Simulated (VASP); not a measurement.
Wanted: the native input for a VASP 6.6.1 run.

* Task: single point
* Functional: PBE
* Dispersion: D3(BJ)
* Potentials or basis: VASP PAW PBE potentials, release 64 (N)
* Cutoff: 520 eV
* k mesh: 4 × 4 × 4
* Occupations: gaussian, width 0.05 eV
* Spin: no spin polarisation
* Dipole correction: no
* Further INCAR settings: LREAL = Auto; ALGO = Normal; EDIFF = 1e-06; NBANDS = 50

The structure of N (a cell with a defect) lies in POSCAR:

```
N
1.0
   -5.6360689873      5.6360689873      0.0000000000
    0.0000000000      5.6360689873     -5.6360689873
   -5.6360689873      0.0000000000     -5.6360689873
N
15
Direct
    0.0429293006     -0.0060074673      0.9405728553
   -0.0277049483      0.9778106003      0.5547034657
    0.5347929571      0.4258489393     -0.0266208594
    1.0504167911      0.5112079903      0.5111961025
    0.4065579228      0.0366854097     -0.0031975301
    0.5423963949     -0.0322901477      0.5499651454
    0.0610054633      0.5197773495     -0.0224631743
    0.9491457631      0.9958662700      0.0984753737
    0.4485189954      0.4821277039      0.5542260052
    0.4807668263      0.5781751443      0.9828027323
    0.9660158547      0.1351509362      0.4477682948
    0.5568096322      0.9405462410      1.0187308766
    0.1970423894      0.5029965933      0.4784216634
    0.9211337746      0.5067841622      0.9959658962
    0.4898262435      0.9159175503      0.4852718280
```

The input as run:

INCAR

```
SYSTEM = N
PREC = Accurate
ENCUT = 520
EDIFF = 1E-6
ISMEAR = 0
SIGMA = 0.05
LREAL = Auto
LASPH = .TRUE.
NELM = 60
ALGO = Normal
ISIF = 2
LWAVE = .FALSE.
LCHARG = .FALSE.
GGA = PE
IVDW = 12
NBANDS = 50
```

KPOINTS

```
regular mesh
0
G
  4 4 4
  0 0 0
```

Potentials or basis: VASP PAW PBE potentials, release 64 (N).

Launch:

```bash
$ cat potpaw_PBE.64/N/POTCAR > POTCAR
$ mpirun -np 1 vasp_std > vasp.out
```

Results of the run:

- Pressure: 4.0 GPa
- Largest force: 16.277 eV/Å
- Band gap on the k mesh: zero (an odd number of electrons rules out a gap without spin polarisation)
- Dispersion energy per atom: -0.052 eV

Caveat: the standard files for N, O and F lose accuracy on very short bonds.

Wall time 19 min on 1 thread of Intel(R) Xeon(R) Platinum 8488C (Sapphire Rapids), with other jobs on the host, peak memory 0.72 GiB.
